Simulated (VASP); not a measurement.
# BiS (Pm-3m) in VASP: a series of runs

Runs on BiS. Level: PBE. Tasks: single point.

Everything below comes from runs of VASP 6.6.1. Logs are shortened: lines on timing, memory, paths and dates and some standing lists are left out, and cuts for length are marked.

### Step 1. The cell of the first run

Symmetry: Pm-3m, No. 221, cubic system. Conventional cell: a = 3.661 Å, b = 3.661 Å, c = 3.661 Å, α = 90.00°, β = 90.00°, γ = 90.00°. Within 4.2 Å of Bi (site symmetry m-3m) lie 8 S at 3.17 Å and 6 Bi at 3.66 Å. Within 4.2 Å of S (site symmetry m-3m) lie 8 Bi at 3.17 Å and 6 S at 3.66 Å.

### Step 2. Single point, PBE (volume scaled by 1.070)

INCAR

```
PREC = Accurate
ENCUT = 520
EDIFF = 1E-6
ISMEAR = 0
SIGMA = 0.05
LREAL = False
LASPH = True
NELM = 60
ALGO = Normal
ISIF = 2
LWAVE = False
LCHARG = False
GGA = PE
NBANDS = 18
```

KPOINTS

```
Automatic mesh
0
Gamma
  10 10 10
```

POSCAR

```
BiS
1.0
    3.6614798638      0.0000000000      0.0000000000
    0.0000000000      3.6614798638      0.0000000000
    0.0000000000      0.0000000000      3.6614798638
Bi S
1 1
Direct
    0.0000000000      0.0000000000      0.0000000000
    0.5000000000      0.5000000000      0.5000000000
```

Potentials or basis: VASP PAW PBE potentials, release 64 (Bi_d, S).

The run is started by

```console
cat potpaw_PBE.64/Bi_d/POTCAR potpaw_PBE.64/S/POTCAR > POTCAR
mpirun -np 1 vasp_std > vasp.out
```

OUTCAR:

```text
PREC = Accurate
   ENCUT = 520
   EDIFF = 1E-6
   ISMEAR = 0
   LREAL = False
   LASPH = True
   NELM = 60
   ISIF = 2
   GGA = PE

 ion  position               nearest neighbor table
   1  0.000  0.000  0.000-   2 3.17   2 3.17   2 3.17   2 3.17   2 3.17   2 3.17   2 3.17   2 3.17

   2  0.500  0.500  0.500-   1 3.17   1 3.17   1 3.17   1 3.17   1 3.17   1 3.17   1 3.17   1 3.17

  LATTYP: Found a simple cubic cell.
 ALAT       =     3.6614798638

  Lattice vectors:

 A1 = (   3.6614798638,   0.0000000000,   0.0000000000)
 A2 = (   0.0000000000,   3.6614798638,   0.0000000000)
 A3 = (   0.0000000000,   0.0000000000,   3.6614798638)

Analysis of symmetry for initial positions (statically):
=====================================================================
 Subroutine PRICEL returns:
 Original cell was already a primitive cell.

 Routine SETGRP: Setting up the symmetry group for a
 simple cubic supercell.

 Subroutine GETGRP returns: Found 48 space group operations
 (whereof 48 operations were pure point group operations)
 out of a pool of 48 trial point group operations.

The static configuration has the point symmetry O_h .

Analysis of symmetry for dynamics (positions and initial velocities):
=====================================================================
 Subroutine PRICEL returns:
 Original cell was already a primitive cell.

 Routine SETGRP: Setting up the symmetry group for a
 simple cubic supercell.

 Subroutine GETGRP returns: Found 48 space group operations
 (whereof 48 operations were pure point group operations)
 out of a pool of 48 trial point group operations.

The dynamic configuration has the point symmetry O_h .

 Subroutine INISYM returns: Found 48 space group operations
 (whereof 48 operations are pure point group operations),
 and found     1 'primitive' translations

----------------------------------------------------------------------------------------

                                     Primitive cell

  volume of cell :      49.0874

  direct lattice vectors                    reciprocal lattice vectors
     3.661479864  0.000000000  0.000000000     0.273113614  0.000000000  0.000000000
     0.000000000  3.661479864  0.000000000     0.000000000  0.273113614  0.000000000
     0.000000000  0.000000000  3.661479864     0.000000000  0.000000000  0.273113614

  length of vectors
     3.661479864  3.661479864  3.661479864     0.273113614  0.273113614  0.273113614

  position of ions in fractional coordinates (direct lattice)
     0.000000000  0.000000000  0.000000000
     0.500000000  0.500000000  0.500000000

  ion indices of the primitive-cell ions
   primitive index   ion index
                 1           1
                 2           2

----------------------------------------------------------------------------------------

 KPOINTS: Automatic mesh

Automatic generation of k-mesh.
 Grid dimensions read from file:
 generate k-points for:   10   10   10

 Generating k-lattice:

  Cartesian coordinates                     Fractional coordinates (reciprocal lattice)
     0.027311361  0.000000000  0.000000000     0.100000000  0.000000000  0.000000000
     0.000000000  0.027311361  0.000000000     0.000000000  0.100000000  0.000000000
     0.000000000  0.000000000  0.027311361     0.000000000  0.000000000  0.100000000

  Length of vectors
     0.027311361  0.027311361  0.027311361

  Shift w.r.t. Gamma in fractional coordinates (k-lattice)
     0.000000000  0.000000000  0.000000000

 Subroutine IBZKPT returns following result:
 ===========================================

 Found     56 irreducible k-points:

 Following reciprocal coordinates:
            Coordinates               Weight
  0.000000  0.000000  0.000000      1.000000
  0.100000  0.000000  0.000000      6.000000
  0.200000  0.000000  0.000000      6.000000
  0.300000  0.000000  0.000000      6.000000
  0.400000  0.000000  0.000000      6.000000
  0.500000  0.000000  0.000000      3.000000
[... 16 lines left out ...]
  0.200000  0.100000  0.100000     24.000000
  0.300000  0.100000  0.100000     24.000000
 [... further k-points ...]
   k-points           NKPTS =     56   k-points in BZ     NKDIM =     56   number of bands    NBANDS=     18
   number of dos      NEDOS =    301   number of ions     NIONS =      2
   total plane-waves  NPLWV =  21952
   dimension x,y,z NGX =    28 NGY =   28 NGZ =   28
   dimension x,y,z NGXF=    56 NGYF=   56 NGZF=   56
   ions per type =               1   1
   NGX,Y,Z   is equivalent  to a cutoff of  12.71, 12.71, 12.71 a.u.
   NGXF,Y,Z  is equivalent  to a cutoff of  25.43, 25.43, 25.43 a.u.
 SYSTEM =  unknown system
   PREC   = accura    normal or accurate (medium, high low for compatibility)
   ISTART =      0    job   : 0-new  1-cont  2-samecut
   ICHARG =      2    charge: 1-file 2-atom 10-const
   ISPIN  =      1    spin polarized calculation?
   LNONCOLLINEAR =      F non collinear calculations
   LSORBIT =      F    spin-orbit coupling
   LASPH  =      T    aspherical Exc in radial PAW
   ENCUT  =  520.0 eV  38.22 Ry    6.18 a.u.   6.81  6.81  6.81*2*pi/ulx,y,z
   NELM   =     60;   NELMIN=  2; NELMDL= -5     # of ELM steps
   EDIFF  = 0.1E-05   stopping-criterion for ELM
   LREAL  =      F    real-space projection
   EDIFFG = 0.1E-04   stopping-criterion for IOM
   NSW    =      0    number of steps for IOM
   IBRION =     -1    ionic relax: 0-MD 1-quasi-New 2-CG
   NFREE  =      0    steps in history (QN), initial steepest desc. (CG)
   ISIF   =      2    stress and relaxation
   ISYM   =      2    0-nonsym 1-usesym 2-fastsym
   POTIM  = 0.5000    time-step for ionic-motion
   TEBEG  =    0.0;   TEEND  =   0.0 temperature during run
   PSTRESS=    0.0 pullay stress
   NELECT =      21.0000    total number of electrons
   NUPDOWN=      -1.0000    fix difference up-down
   EMIN   =  10.00;   EMAX   =-10.00  energy-range for DOS
   EFERMI =   0.00;   METHOD = LEGACY
   ISMEAR =     0;   SIGMA  =   0.05  broadening in eV -4-tet -1-fermi 0-gaus
   EFERMI_NEDOS =   21; number of points for ismear=-14 and -15
   IALGO  =     38    algorithm
   IMIX   =      4    mixing-type and parameters
     AMIX     =   0.40;   BMIX     =  1.00
     AMIX_MAG =   1.60;   BMIX_MAG =  1.00
  volume/ion in A,a.u.               =      24.54       165.63
  Fermi-wavevector in a.u.,A,eV,Ry     =   1.233553  2.331078 20.703359  1.521654
  Thomas-Fermi vector in A             =   2.368279
   LORBIT       =      0    0 simple, 1 ext, 2 COOP (PROOUT), +10 PAW based schemes
   GGA     = PE    functional components
   LHFCALC =     F    Hartree Fock is set to
   AEXX    =    0.0000 exact exchange contribution
   IVDW    =     0    specifies the selected vdW correction
   LEPSILON=     F    determine dielectric tensor
   LRPA    =     F    only Hartree local field effects (RPA)
 non-spin polarized calculation
 Gauss-broadening in eV      SIGMA  =   0.05
  energy-cutoff  :      520.00
  volume of cell :       49.09
 maximum number of plane-waves:      1357
 NGX is ok and might be reduce to    28
   NGX = 13   NGY = 13   NGZ = 13

 number of electron      20.9999996 magnetization

 Free energy of the ion-electron system (eV)
  ---------------------------------------------------
  ext. energy  EPLUGINS =         0.00000000
  ---------------------------------------------------
  free energy    TOTEN  =        -7.91731107 eV

  energy without entropy =       -7.91587827  energy(sigma->0) =       -7.91659467

 E-fermi :   7.4988     XC(G=0): -10.3444

 val. band max:        7.4602064991   @ k =   0.4000   0.2000   0.2000
 cond. band min:       7.5136898938   @ k =   0.3000   0.1000   0.0000
 fundamental gap:      0.0534833947
 Fermi energy:         7.4988499493

 k-point     1 :       0.0000    0.0000    0.0000
  band No.  band energies     occupation
      1     -16.2363      2.00000
      2     -16.2363      2.00000
      3     -16.1272      2.00000
      4     -16.1272      2.00000
      5     -16.1272      2.00000
      6      -7.2878      2.00000
[... 10 lines left out ...]
     17      18.8030      0.00000
     18      18.8030      0.00000

 k-point     2 :       0.1000    0.0000    0.0000
  band No.  band energies     occupation
      1     -16.2359      2.00000
      2     -16.2281      2.00000
      3     -16.1297      2.00000
      4     -16.1297      2.00000
      5     -16.1269      2.00000
      6      -7.1939      2.00000
[... 10 lines left out ...]
     17      18.5745      0.00000
     18      18.5795      0.00000

 k-point     3 :       0.2000    0.0000    0.0000
  band No.  band energies     occupation
      1     -16.2350      2.00000
      2     -16.2067      2.00000
      3     -16.1362      2.00000
      4     -16.1362      2.00000
      5     -16.1263      2.00000
      6      -6.9164      2.00000
[... 10 lines left out ...]
     17      18.4479      0.00000
     18      18.4493      0.00000

 k-point     4 :       0.3000    0.0000    0.0000
  band No.  band energies     occupation
      1     -16.2339      2.00000
      2     -16.1803      2.00000
      3     -16.1442      2.00000
      4     -16.1442      2.00000
      5     -16.1256      2.00000
      6      -6.4721      2.00000
[... 375 lines left out ...]
      4     -16.1318      2.00000
      5     -16.1318      2.00000
      6      -7.0084      2.00000
[... 10 lines left out ...]
     17      17.7823      0.00000
     18      18.2862      0.00000

 k-point    23 :       0.2000    0.1000    0.1000
  band No.  band energies     occupation
      1     -16.2226      2.00000
      2     -16.2020      2.00000
      3     -16.1390      2.00000
      4     -16.1385      2.00000
      5     -16.1313      2.00000
      6      -6.7364      2.00000
[... 10 lines left out ...]
     17      17.5171      0.00000
     18      18.8238      0.00000

 k-point    24 :       0.3000    0.1000    0.1000
  band No.  band energies     occupation
      1     -16.2215      2.00000
      2     -16.1754      2.00000
      3     -16.1475      2.00000
      4     -16.1467      2.00000
      5     -16.1305      2.00000
      6      -6.3040      2.00000
[... 10 lines left out ...]
     17      16.9304      0.00000
     18      18.9116      0.00000

 [... further k-points ...]

------------------------ aborting loop because EDIFF is reached ----------------------------------------

  FORCE on cell =-STRESS in cart. coord.  units (eV):
  Direction    XX          YY          ZZ          XY          YZ          ZX
  --------------------------------------------------------------------------------------
  -------------------------------------------------------------------------------------
  Total       -1.2973434     -1.2973434     -1.2973434     -0.0000000     -0.0000000      0.0000000
  in kB      -42.3443598    -42.3443598    -42.3443598     -0.0000000     -0.0000000      0.0000000
  external PRESSURE =     -42.3443598 kB  Pullay stress =       0.0000000 kB

 VOLUME and BASIS-vectors are now :
 -----------------------------------------------------------------------------
  energy-cutoff  :      520.00
  volume of cell :       49.09
      direct lattice vectors                 reciprocal lattice vectors
     3.661479864  0.000000000  0.000000000     0.273113614  0.000000000  0.000000000
     0.000000000  3.661479864  0.000000000     0.000000000  0.273113614  0.000000000
     0.000000000  0.000000000  3.661479864     0.000000000  0.000000000  0.273113614

 POSITION                                       TOTAL-FORCE (eV/Angst)
 -----------------------------------------------------------------------------------
      0.00000      0.00000      0.00000         0.000000      0.000000      0.000000
      1.83074      1.83074      1.83074         0.000000      0.000000      0.000000
 -----------------------------------------------------------------------------------
    total drift:                               -0.000000      0.000000      0.000000

  FREE ENERGIE OF THE ION-ELECTRON SYSTEM (eV)
  ---------------------------------------------------
  free  energy   TOTEN  =        -7.9173110687 eV

  energy  without entropy=       -7.9158782726  energy(sigma->0) =       -7.91659467
```

Wall time 24 s (1 thread of Intel Xeon Platinum 8375C at 2.90GHz (Ice Lake), shared host); peak memory 0.18 GiB.

What came out:

```yaml
Free_energy: -7.9173 eV
Pressure: -4.2 GPa
```

Caveat: spin-orbit coupling is left out, which moves the levels of the heavy elements.

### Step 3. Single point, PBE (volume scaled by 1.100)

INCAR

```
SYSTEM = BiS
PREC = Accurate
ENCUT = 520
EDIFF = 1E-6
ISMEAR = 0
SIGMA = 0.05
LREAL = .FALSE.
LASPH = .TRUE.
NELM = 80
ALGO = Normal
ISIF = 2
LWAVE = .FALSE.
LCHARG = .TRUE.
GGA = PE
LELF = .TRUE.
LVHAR = .TRUE.
NBANDS = 18
```

KPOINTS

```
Automatic mesh
0
G
  10 10 10
  0 0 0
```

POSCAR

```
BiS
1.0
    3.6953843841      0.0000000000      0.0000000000
    0.0000000000      3.6953843841      0.0000000000
    0.0000000000      0.0000000000      3.6953843841
Bi S
1 1
Direct
    0.0000000000      0.0000000000      0.0000000000
    0.5000000000      0.5000000000      0.5000000000
```

Potentials or basis: VASP PAW PBE potentials, release 64 (Bi_d, S).

The run is started by

```console
cat potpaw_PBE.64/Bi_d/POTCAR potpaw_PBE.64/S/POTCAR > POTCAR
mpirun -np 1 vasp_std > vasp.out
```

It took 28 s on 1 thread of Intel Xeon Platinum 8375C at 2.90GHz (Ice Lake), shared host; peak memory 0.18 GiB.

Results (log left out):

- Free energy: -7.8759 eV
- Pressure: -5.5 GPa

Levels at points of the mesh, in eV from the Fermi level:
| k point | band 7 | band 8 | band 9 | band 10 | band 11 | band 12 | band 13 | band 14 |
| --- | --- | --- | --- | --- | --- | --- | --- | --- |
| (0.00, 0.00, 0.00) | -9.56 | -2.87 | -2.87 | -2.87 | 3.79 | 3.79 | 3.79 | 4.02 |
| (0.50, 0.00, 0.00) | -11.82 | -1.99 | -1.76 | -1.64 | -1.64 | 1.46 | 1.46 | 5.70 |
| (0.50, 0.50, 0.00) | -10.69 | -5.69 | -5.69 | -1.38 | 2.10 | 2.10 | 2.85 | 5.76 |
| (0.50, 0.50, 0.50) | -9.80 | -3.51 | -3.51 | -3.51 | -2.45 | -2.45 | -2.45 | 11.77 |

Caveat: spin-orbit coupling is left out, which moves the levels of the heavy elements.
